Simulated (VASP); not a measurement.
Wanted: the native input for a VASP 6.6.1 run.

```yaml
Task: single point
Functional: LDA
Potentials_or_basis: VASP PAW LDA potentials, release 64 (Si)
Cutoff: 500 eV
k_mesh: 8 × 8 × 8
Occupations: gaussian, width 0.02 eV
Spin: no spin polarisation
Dipole_correction: no
Further_INCAR_settings: ALGO = Normal; EDIFF = 1e-06; NBANDS = 11
```

The structure of Si lies in POSCAR:

```
Si
1.0
    0.0000000000      2.7008716986      2.7008716986
    2.7008716986      0.0000000000      2.7008716986
    2.7008716986      2.7008716986      0.0000000000
Si
2
Direct
    0.0000000000      0.0000000000      0.0000000000
    0.2500000000      0.2500000000      0.2500000000
```

One way to write it, as run:

INCAR

```
SYSTEM = Si
PREC = Accurate
ENCUT = 500
EDIFF = 1E-6
ISMEAR = 0
SIGMA = 0.02
LREAL = .FALSE.
LASPH = .TRUE.
NELM = 120
ALGO = Normal
ISIF = 2
LWAVE = .FALSE.
LCHARG = .FALSE.
GGA = CA
NBANDS = 11
GGA_COMPAT = .FALSE.
```

KPOINTS

```
Automatic mesh
0
G
  8 8 8
  0 0 0
```

Potentials or basis: VASP PAW LDA potentials, release 64 (Si).

The run is started by

```bash
$ cat potpaw_LDA.64/Si/POTCAR > POTCAR
$ mpirun -np 1 vasp_std > vasp.out
```

Results of the run:

```json
{
 "Pressure": "0.1 GPa",
 "Band gap on the k mesh": "0.49 eV, indirect (least direct gap 2.53 eV)"
}
```

Run time: 7.4 s on 1 thread of Intel(R) Xeon(R) Platinum 8375C CPU @ 2.90GHz (Ice Lake) (shared host), peak memory 0.13 GiB.
